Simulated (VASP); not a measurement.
Wanted: the native input for a VASP 6.6.1 run.

* Task: relaxation of cell and atoms
* Functional: PBEsol
* Potentials or basis: VASP PAW PBE potentials, release 64 (Pb_d)
* Cutoff: 600 eV
* k mesh: 14 × 14 × 14
* Occupations: gaussian, width 0.1 eV
* Spin: no spin polarisation
* Dipole correction: no
* Further INCAR settings: ALGO = Fast; EDIFF = 1e-06; IBRION = 2; EDIFFG = -0.01; NSW = 80; ISIF = 3

The structure of Pb lies in POSCAR:

```
Pb
1.0
    0.0000000000      2.4670795427      2.4670795427
    2.4670795427      0.0000000000      2.4670795427
    2.4670795427      2.4670795427      0.0000000000
Pb
1
Direct
    0.0000000000      0.0000000000      0.0000000000
```

These files were run (other wordings do the same):

INCAR

```
SYSTEM = Pb
PREC     = Accurate       ! precision mode
ENCUT    = 600            ! plane-wave cutoff, eV
EDIFF    = 1E-6           ! SCF threshold, eV
ISMEAR   = 0              ! smearing method
SIGMA    = 0.1            ! smearing width, eV
LREAL    = .FALSE.        ! projectors in reciprocal space
LASPH    = .TRUE.         ! aspherical terms in the spheres
NELM     = 80             ! most SCF steps
ALGO     = Fast           ! electronic algorithm
ISIF     = 3              ! what is computed and relaxed
LWAVE    = .FALSE.        ! write WAVECAR
LCHARG   = .FALSE.        ! write CHGCAR
GGA      = PS             ! functional
IBRION   = 2              ! ionic algorithm
NSW      = 80             ! ionic steps
EDIFFG   = -0.01          ! ionic threshold
```

KPOINTS

```
regular mesh
0
G
  14 14 14
  0 0 0
```

Potentials or basis: VASP PAW PBE potentials, release 64 (Pb_d).

Run with:

```sh
$ cat potpaw_PBE.64/Pb_d/POTCAR > POTCAR
$ mpirun -np 1 vasp_std > vasp.out
```

Results of the run:

```json
{
 "Relaxed volume": "30.05 Å³/atom",
 "Relaxed cell": "a = 3.490 Å, b = 3.490 Å, c = 3.490 Å, α = 60.00°, β = 60.00°, γ = 60.00°",
 "Space group after relaxing (to 0.1 Å)": "Fm-3m (No. 225)",
 "Ionic steps": "3",
 "Pressure after relaxing": "0.0 GPa",
 "Band gap on the k mesh": "zero (bands 7 and 8 overlap by 9.07 eV)"
}
```

Caveat: the PAW data sets were made with another functional, which shifts forces and pressure a little; spin-orbit coupling is left out, which moves the levels of the heavy elements.

Wall time 30 s on 1 thread of Intel(R) Xeon(R) 6975P-C (Granite Rapids), with other jobs on the host, peak memory 0.18 GiB.
